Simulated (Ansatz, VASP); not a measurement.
**One calculation of Ni, two programs**

INCAR

```
PREC = Accurate
ENCUT = 520
EDIFF = 1E-7
ISMEAR = -1
SIGMA = 0.1
LREAL = F
LASPH = T
NELM = 150
ALGO = Normal
ISIF = 2
LWAVE = F
LCHARG = F
ISPIN = 2
MAGMOM = 1
LORBIT = 11
LMAXMIX = 4
GGA = PE
NBANDS = 15
```

KPOINTS

```
Automatic mesh
0
Gamma
  18 18 18
```

Contents of POSCAR:

```
Ni
1.0
    1.9106600385      0.0000000000      0.0000000000
    0.0000000000      1.9106600385      0.0000000000
    0.0000000000      0.0000000000      1.9106600385
Ni
1
Direct
    0.0000000000      0.0000000000      0.0000000000
```

Input for Ansatz:

```yaml
crystal:
  lattice:
    - [1.9106600385, 0.0, 0.0]
    - [0.0, 1.9106600385, 0.0]
    - [0.0, 0.0, 1.9106600385]
  atoms:
    - { symbol: Ni, position: [0.0, 0.0, 0.0], spin: 1.0 }
magnetization:
  spin_polarized: true
kpoints:
  mp_grid: { grid: [18, 18, 18] }
scf:
  occupations: { method: fermi_dirac, width: 0.1 }
hamiltonian:
  xc: pbe
  pseudopotentials: { kind: all_electron, lapw: { basis_error: 0.001 } }
output:
  forces: true
  stress: true
  eigenvalues: true
  populations: true
```

Change from the starting cell: volume scaled by 0.55, LAPW.

Alike in both runs: task single point; functional PBE; k mesh 18 × 18 × 18; occupations fermi-dirac, width 0.1 eV; collinear spin.

```csv
,VASP,Ansatz
version,VASP 6.6.1,Ansatz 0.2.0
potentials or method,"VASP PAW PBE potentials, release 64 (Ni), cutoff 520 eV","all-electron LAPW, scalar-relativistic"
```

```csv
,VASP,Ansatz,Ansatz less VASP
pressure (GPa),339.2,346.6,+7.46
net moment per atom (μB),0.00,0.00,0.000
```

Both programs put the cell under a high pressure, so it lies far from rest at this level. Ansatz ran all-electron here, and VASP with PAW potentials. Ansatz's warnings: seeded moment not kept.

Noted on VASP's run: the cell as given lies far from equilibrium.
